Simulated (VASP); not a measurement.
# Mo3Se (Pm-3n) in VASP: a series of runs

The runs below take Mo3Se through single point, relaxation of cell and atoms, with PBE.

Program: VASP 6.6.1. These are calculated values, not measurements. Logs are shortened: lines on timing, memory, paths and dates and some standing lists are left out, and cuts for length are marked.

### 1 The cell of the first run

Symmetry: Pm-3n, No. 223, cubic system. The conventional cell has a = 4.999 Å, b = 4.999 Å, c = 4.999 Å, α = 90.00°, β = 90.00°, γ = 90.00°. Within 3.3 Å of Mo (site symmetry -4m2) lie 10 Mo at 2.50 to 3.06 Å and 4 Se at 2.79 Å. Within 3.7 Å of Se (site symmetry m-3) lie 12 Mo at 2.79 Å.

### 2 Single point, PBE

INCAR reads:

```
PREC     = Accurate       # precision mode
ENCUT    = 500            # plane-wave cutoff, eV
EDIFF    = 1E-6           # SCF threshold, eV
ISMEAR   = 0              # smearing method
SIGMA    = 0.1            # smearing width, eV
LREAL    = F              # projectors in reciprocal space
LASPH    = T              # aspherical terms in the spheres
NELM     = 120            # most SCF steps
ALGO     = Normal         # electronic algorithm
ISIF     = 2              # what is computed and relaxed
LWAVE    = F              # write WAVECAR
LCHARG   = F              # write CHGCAR
GGA      = PE             # functional
NBANDS   = 58             # bands
GGA_COMPAT= F
```

KPOINTS reads:

```
regular mesh
0
Gamma
  4 4 4
```

POSCAR reads:

```
Mo3Se
1.0
    4.9986397622      0.0000000000      0.0000000000
    0.0000000000      4.9986397622      0.0000000000
    0.0000000000      0.0000000000      4.9986397622
Mo Se
6 2
Direct
    0.0000000000      0.5000000000      0.2500000000
    0.0000000000      0.5000000000      0.7500000000
    0.2500000000      0.0000000000      0.5000000000
    0.7500000000      0.0000000000      0.5000000000
    0.5000000000      0.7500000000      0.0000000000
    0.5000000000      0.2500000000      0.0000000000
    0.0000000000      0.0000000000      0.0000000000
    0.5000000000      0.5000000000      0.5000000000
```

Potentials or basis: VASP PAW PBE potentials, release 64 (Mo_sv, Se).

Command:

```sh
$ cat potpaw_PBE.64/Mo_sv/POTCAR potpaw_PBE.64/Se/POTCAR > POTCAR
$ mpirun -np 1 vasp_std > vasp.out
```

OUTCAR:

```text
PREC = Accurate
   ENCUT = 500
   EDIFF = 1E-6
   ISMEAR = 0
   LREAL = F
   LASPH = T
   NELM = 120
   ISIF = 2
   GGA = PE

 ion  position               nearest neighbor table
   1  0.000  0.500  0.250-   2 2.50   2 2.50   8 2.79   7 2.79   7 2.79   8 2.79   4 3.06   5 3.06
                             3 3.06   4 3.06   6 3.06   5 3.06   6 3.06   3 3.06
   2  0.000  0.500  0.750-   1 2.50   1 2.50   8 2.79   7 2.79   7 2.79   8 2.79   4 3.06   5 3.06
                             3 3.06   4 3.06   6 3.06   5 3.06   6 3.06   3 3.06
   3  0.250  0.000  0.500-   4 2.50   4 2.50   8 2.79   7 2.79   8 2.79   7 2.79   1 3.06   5 3.06
                             6 3.06   5 3.06   1 3.06   2 3.06   6 3.06   2 3.06
   4  0.750  0.000  0.500-   3 2.50   3 2.50   8 2.79   7 2.79   8 2.79   7 2.79   1 3.06   5 3.06
                             6 3.06   5 3.06   1 3.06   2 3.06   6 3.06   2 3.06
   5  0.500  0.750  0.000-   6 2.50   6 2.50   8 2.79   8 2.79   7 2.79   7 2.79   3 3.06   3 3.06
                             4 3.06   4 3.06   1 3.06   1 3.06   2 3.06   2 3.06
   6  0.500  0.250  0.000-   5 2.50   5 2.50   8 2.79   8 2.79   7 2.79   7 2.79   3 3.06   3 3.06
                             4 3.06   4 3.06   1 3.06   1 3.06   2 3.06   2 3.06
   7  0.000  0.000  0.000-   1 2.79   2 2.79   3 2.79   4 2.79   5 2.79   6 2.79   3 2.79   4 2.79
                             1 2.79   2 2.79   5 2.79   6 2.79
   8  0.500  0.500  0.500-   1 2.79   2 2.79   3 2.79   4 2.79   5 2.79   6 2.79   5 2.79   6 2.79
                             3 2.79   4 2.79   1 2.79   2 2.79

  LATTYP: Found a simple cubic cell.
 ALAT       =     4.9986397622

  Lattice vectors:

 A1 = (   4.9986397622,   0.0000000000,   0.0000000000)
 A2 = (   0.0000000000,   4.9986397622,   0.0000000000)
 A3 = (   0.0000000000,   0.0000000000,   4.9986397622)

Analysis of symmetry for initial positions (statically):
=====================================================================
 Subroutine PRICEL returns:
 Original cell was already a primitive cell.

 Routine SETGRP: Setting up the symmetry group for a
 simple cubic supercell.

 Subroutine GETGRP returns: Found 48 space group operations
 (whereof 24 operations were pure point group operations)
 out of a pool of 48 trial point group operations.

The static configuration has the point symmetry T_h .
 The point group associated with its full space group is O_h .

Analysis of symmetry for dynamics (positions and initial velocities):
=====================================================================
 Subroutine PRICEL returns:
 Original cell was already a primitive cell.

 Routine SETGRP: Setting up the symmetry group for a
 simple cubic supercell.

[... 111 lines left out ...]
   TEBEG  =    0.0;   TEEND  =   0.0 temperature during run
   PSTRESS=    0.0 pullay stress
   NELECT =      96.0000    total number of electrons
   NUPDOWN=      -1.0000    fix difference up-down
   EMIN   =  10.00;   EMAX   =-10.00  energy-range for DOS
   EFERMI =   0.00;   METHOD = LEGACY
   ISMEAR =     0;   SIGMA  =   0.10  broadening in eV -4-tet -1-fermi 0-gaus
   EFERMI_NEDOS =   21; number of points for ismear=-14 and -15
   IALGO  =     38    algorithm
   IMIX   =      4    mixing-type and parameters
     AMIX     =   0.40;   BMIX     =  1.00
     AMIX_MAG =   1.60;   BMIX_MAG =  1.00
  volume/ion in A,a.u.               =      15.61       105.36
  Fermi-wavevector in a.u.,A,eV,Ry     =   1.499616  2.833863 30.597437  2.248848
  Thomas-Fermi vector in A             =   2.611223
   LORBIT       =      0    0 simple, 1 ext, 2 COOP (PROOUT), +10 PAW based schemes
   GGA     = PE    functional components
   LHFCALC =     F    Hartree Fock is set to
   AEXX    =    0.0000 exact exchange contribution
   IVDW    =     0    specifies the selected vdW correction
   LEPSILON=     F    determine dielectric tensor
   LRPA    =     F    only Hartree local field effects (RPA)
 non-spin polarized calculation
 Gauss-broadening in eV      SIGMA  =   0.10
  energy-cutoff  :      500.00
  volume of cell :      124.90
 maximum number of plane-waves:      3191
   NGX = 19   NGY = 19   NGZ = 19

 number of electron      95.9999984 magnetization

 Free energy of the ion-electron system (eV)
  ---------------------------------------------------
  ext. energy  EPLUGINS =         0.00000000
  ---------------------------------------------------
  free energy    TOTEN  =       -70.11460976 eV

  energy without entropy =      -70.07614083  energy(sigma->0) =      -70.09537529

 E-fermi :  12.3242     XC(G=0): -12.9794

 val. band max:       12.3165111283   @ k =   0.5000   0.5000   0.2500
 cond. band min:      12.3905538963   @ k =   0.2500   0.2500   0.2500
 fundamental gap:      0.0740427681
 Fermi energy:        12.3242372151

 k-point     1 :       0.0000    0.0000    0.0000
  band No.  band energies     occupation
      1     -49.1418      2.00000
      2     -49.0535      2.00000
      3     -49.0535      2.00000
      4     -48.7917      2.00000
      5     -48.7917      2.00000
      6     -48.7917      2.00000
[... 599 lines left out ...]
     57      13.5726      0.00000
     58      13.5726      0.00000

------------------------ aborting loop because EDIFF is reached ----------------------------------------

  FORCE on cell =-STRESS in cart. coord.  units (eV):
  Direction    XX          YY          ZZ          XY          YZ          ZX
  --------------------------------------------------------------------------------------
  -------------------------------------------------------------------------------------
  Total        0.5380765      0.5380765      0.5380765      0.0000000     -0.0000000     -0.0000000
  in kB        6.9023839      6.9023839      6.9023839      0.0000000     -0.0000000     -0.0000000
  external PRESSURE =       6.9023839 kB  Pullay stress =       0.0000000 kB

 VOLUME and BASIS-vectors are now :
 -----------------------------------------------------------------------------
  energy-cutoff  :      500.00
  volume of cell :      124.90
      direct lattice vectors                 reciprocal lattice vectors
     4.998639762  0.000000000  0.000000000     0.200054424  0.000000000  0.000000000
     0.000000000  4.998639762  0.000000000     0.000000000  0.200054424  0.000000000
     0.000000000  0.000000000  4.998639762     0.000000000  0.000000000  0.200054424

 POSITION                                       TOTAL-FORCE (eV/Angst)
 -----------------------------------------------------------------------------------
      0.00000      2.49932      1.24966         0.000000      0.000000     -0.000000
      0.00000      2.49932      3.74898        -0.000000     -0.000000     -0.000000
      1.24966      0.00000      2.49932         0.000000      0.000000     -0.000000
      3.74898      0.00000      2.49932        -0.000000     -0.000000      0.000000
      2.49932      3.74898      0.00000        -0.000000      0.000000      0.000000
      2.49932      1.24966      0.00000        -0.000000      0.000000     -0.000000
      0.00000      0.00000      0.00000        -0.000000      0.000000     -0.000000
      2.49932      2.49932      2.49932        -0.000000      0.000000     -0.000000
 -----------------------------------------------------------------------------------
    total drift:                                0.000000      0.000000     -0.000000

  FREE ENERGIE OF THE ION-ELECTRON SYSTEM (eV)
  ---------------------------------------------------
  free  energy   TOTEN  =       -70.1146097583 eV

  energy  without entropy=      -70.0761408294  energy(sigma->0) =      -70.09537529
```

OSZICAR:

```text
N       E                     dE             d eps       ncg     rms          rms(c)
DAV:   1     0.115058023031E+04    0.11506E+04   -0.57339E+04  1184   0.165E+03
DAV:   2    -0.161767073308E+02   -0.11668E+04   -0.11332E+04  1268   0.521E+02
DAV:   3    -0.712590761172E+02   -0.55082E+02   -0.52660E+02  1524   0.993E+01
DAV:   4    -0.728415577578E+02   -0.15825E+01   -0.15316E+01  1424   0.131E+01
DAV:   5    -0.728856205608E+02   -0.44063E-01   -0.43760E-01  1468   0.191E+00    0.352E+01
DAV:   6    -0.705158854035E+02    0.23697E+01   -0.56846E+00  1352   0.121E+01    0.128E+01
DAV:   7    -0.701292461444E+02    0.38664E+00   -0.10928E+00  1422   0.469E+00    0.266E+00
DAV:   8    -0.701163703218E+02    0.12876E-01   -0.10400E-01  1454   0.108E+00    0.626E-01
DAV:   9    -0.701147217602E+02    0.16486E-02   -0.18067E-02  1428   0.432E-01    0.213E-01
DAV:  10    -0.701146048506E+02    0.11691E-03   -0.19853E-03  1372   0.218E-01    0.624E-02
DAV:  11    -0.701146075310E+02   -0.26804E-05   -0.15317E-04  1382   0.356E-02    0.256E-02
DAV:  12    -0.701146100372E+02   -0.25061E-05   -0.17034E-05  1402   0.200E-02    0.484E-03
DAV:  13    -0.701146097583E+02    0.27889E-06   -0.87531E-07   874   0.354E-03
   1 F= -.70114610E+02 E0= -.70095375E+02  d E =-.384689E-01
```

Run time: 67 s. Hardware: 1 thread of Intel Xeon Platinum 8375C at 2.90GHz (Ice Lake), shared host; peak memory 0.22 GiB.

Results:

- Free energy: -70.1146 eV
- Pressure: 0.7 GPa
- Band gap on the k mesh: zero (band 48 reaches 13.06 eV, above the bottom of band 49 at 11.87 eV)

### 3 Relaxation of cell and atoms, PBE

This run uses another cell than the first one, of 18.22 Å³/atom, 1.167 times its volume.

INCAR reads:

```
SYSTEM = Mo3Se
ALGO = Normal ; EDIFF = 1E-7
EDIFFG = -0.04 ; ENCUT = 500
GGA = PE ; GGA_COMPAT = .FALSE.
IBRION = 2 ; ISIF = 3
ISMEAR = 0 ; LASPH = .TRUE.
LCHARG = .FALSE. ; LREAL = .FALSE.
LWAVE = .FALSE. ; NELM = 120
NELMIN = 4 ; NSW = 90
PREC = Accurate ; SIGMA = 0.1
```

KPOINTS reads:

```
k-points
0
G
  4 4 4
  0 0 0
```

Edit POSCAR of step 2 so:

```diff
@@ -2,5 +2,5 @@
 1.0
-    4.9986397622      0.0000000000      0.0000000000
-    0.0000000000      4.9986397622      0.0000000000
-    0.0000000000      0.0000000000      4.9986397622
+    5.2623253985      0.0000000000      0.0000000000
+    0.0000000000      5.2623253985      0.0000000000
+    0.0000000000      0.0000000000      5.2623253985
 Mo Se
```

Potentials or basis: VASP PAW PBE potentials, release 64 (Mo_sv, Se).

Command:

```sh
$ cat potpaw_PBE.64/Mo_sv/POTCAR potpaw_PBE.64/Se/POTCAR > POTCAR
$ mpirun -np 1 vasp_std > vasp.out
```

Wall time 8.1 min (1 thread of Intel Xeon Platinum 8375C at 2.90GHz (Ice Lake), shared host); peak memory 0.28 GiB.

It converged, with:

```yaml
Free_energy: -70.1236 eV
Relaxed_volume: 15.66 Å³/atom
Relaxed_cell: a = 5.003 Å, b = 5.003 Å, c = 5.003 Å, α = 90.00°, β = 90.00°, γ = 90.00°
Space_group_after_relaxing_to_0.05_Å: Pm-3n (No. 223)
Energy_gained_by_relaxing: 205.5 meV/atom
Ionic_steps: 5
Pressure_after_relaxing: 0.0 GPa
Band_gap_on_the_k_mesh: zero (band 48 reaches 13.01 eV, above the bottom of band 49 at 11.83 eV)
```

Step by step:
```
step  energy change (eV)  largest force (eV/Å)  pressure (GPa)  volume (Å³)
   1              0.0000                0.0000          -22.25       145.72
   2              4.0675                0.0000           85.24        98.62
   3             -1.6347                0.0000           -2.20       126.61
   4             -1.6432                0.0000           -0.62       125.64
   5             -1.6440                0.0000            0.02       125.26
```

Final structure:
```cif
data_structure
_symmetry_space_group_name_H-M 'P 1'
_symmetry_Int_Tables_number 1
_cell_length_a 5.0034
_cell_length_b 5.0034
_cell_length_c 5.0034
_cell_angle_alpha 90.000
_cell_angle_beta 90.000
_cell_angle_gamma 90.000
_cell_volume 125.26
loop_
_atom_site_label
_atom_site_type_symbol
_atom_site_fract_x
_atom_site_fract_y
_atom_site_fract_z
_atom_site_occupancy
Mo1 Mo 0.00000 0.50000 0.25000 1
Mo2 Mo 0.00000 0.50000 0.75000 1
Mo3 Mo 0.25000 0.00000 0.50000 1
Mo4 Mo 0.75000 0.00000 0.50000 1
Mo5 Mo 0.50000 0.75000 0.00000 1
Mo6 Mo 0.50000 0.25000 0.00000 1
Se1 Se 0.00000 0.00000 0.00000 1
Se2 Se 0.50000 0.50000 0.50000 1
```

Levels at points of the mesh, in eV from the Fermi level:
| k point | band 45 | band 46 | band 47 | band 48 | band 49 | band 50 | band 51 | band 52 |
| --- | --- | --- | --- | --- | --- | --- | --- | --- |
| (0.00, 0.00, 0.00) | -1.81 | 0.73 | 0.73 | 0.73 | 0.75 | 1.75 | 1.75 | 2.04 |
| (0.50, 0.00, 0.00) | -0.30 | -0.30 | 0.25 | 0.25 | 0.46 | 0.46 | 0.71 | 0.71 |
| (0.50, 0.50, 0.00) | -1.41 | -1.19 | -1.19 | -1.06 | -0.45 | -0.30 | 0.51 | 0.57 |
| (0.50, 0.50, 0.50) | -1.74 | -1.74 | -1.74 | -1.74 | 0.62 | 0.62 | 0.62 | 0.62 |

### 4 Single point, PBE, collinear spin, ferromagnetic start

This run uses another cell than the first one, of 18.22 Å³/atom, 1.167 times its volume.

INCAR reads:

```
SYSTEM = Mo3Se
PREC = Accurate ; ENCUT = 500
EDIFF = 1E-6 ; ISMEAR = 0
SIGMA = 0.1 ; LREAL = .False.
LASPH = .True. ; NELM = 200
ALGO = Normal ; ISIF = 2
LWAVE = .False. ; LCHARG = .False.
ISPIN = 2 ; MAGMOM = 1 1 1 1 1 1 0 0
LORBIT = 11 ; LMAXMIX = 4
GGA = PE ; NBANDS = 62
GGA_COMPAT = .False.
```

KPOINTS reads:

```
regular mesh
0
Gamma
  4 4 4
  0 0 0
```

POSCAR is that of step 3.

Command:

```sh
$ cat potpaw_PBE.64/Mo_sv/POTCAR potpaw_PBE.64/Se/POTCAR > POTCAR
$ mpirun -np 1 vasp_std > vasp.out
```

It took 3.4 min on 1 thread of Intel Xeon Platinum 8375C at 2.90GHz (Ice Lake), shared host; peak memory 0.34 GiB.

The run converged. Its results:

```yaml
Free_energy: -68.4797 eV
Pressure: -22.3 GPa
Band_gap_on_the_k_mesh: zero (filled and empty bands overlap)
Net_moment: 0.00 μB per cell
Valence_electrons_inside_the_program's_atomic_spheres: Mo 12.25; Se 3.71
```

Levels at points of the mesh, in eV from the Fermi level:
Spin up:
```csv
k point,band 44,band 45,band 46,band 47,band 48,band 49,band 50,band 51,band 52,band 53
"(0.00, 0.00, 0.00)",-1.50,-1.50,0.27,0.58,0.58,0.58,1.37,1.37,1.64,1.64
"(0.50, 0.00, 0.00)",-2.00,-0.35,-0.35,-0.07,-0.07,0.42,0.42,0.62,0.62,0.82
"(0.50, 0.50, 0.00)",-1.15,-1.06,-1.01,-1.01,-0.80,-0.47,-0.29,0.40,0.50,0.50
"(0.50, 0.50, 0.50)",-1.51,-1.49,-1.49,-1.49,-1.49,0.45,0.45,0.45,0.45,0.45
```
Spin down:
| k point | band 46 | band 47 | band 48 | band 49 | band 50 | band 51 |
| --- | --- | --- | --- | --- | --- | --- |
| (0.00, 0.00, 0.00) | 0.27 | 0.58 | 0.58 | 0.58 | 1.37 | 1.37 |
| (0.50, 0.00, 0.00) | -0.35 | -0.07 | -0.07 | 0.42 | 0.42 | 0.62 |
| (0.50, 0.50, 0.00) | -1.01 | -1.01 | -0.80 | -0.47 | -0.29 | 0.40 |
| (0.50, 0.50, 0.50) | -1.49 | -1.49 | -1.49 | 0.45 | 0.45 | 0.45 |

### 5 Overview

```csv
task,spin,cell,gap on the mesh (eV),pressure (GPa)
single point,off,"a = 4.999 Å, 8 atoms",none,0.7
relaxation of cell and atoms,off,"relaxed from a = 5.262 Å, 8 atoms",none,0.0
single point,"collinear, ferromagnetic start","a = 5.262 Å, 8 atoms",none,-22.3
```

Alike in all rows: level PBE; potentials or basis VASP PAW PBE potentials, release 64 (Mo_sv, Se); k mesh 4 × 4 × 4; cutoff (eV) 500; smearing gaussian 0.1 eV.

Absolute energies hang on the potentials; compare differences alone.
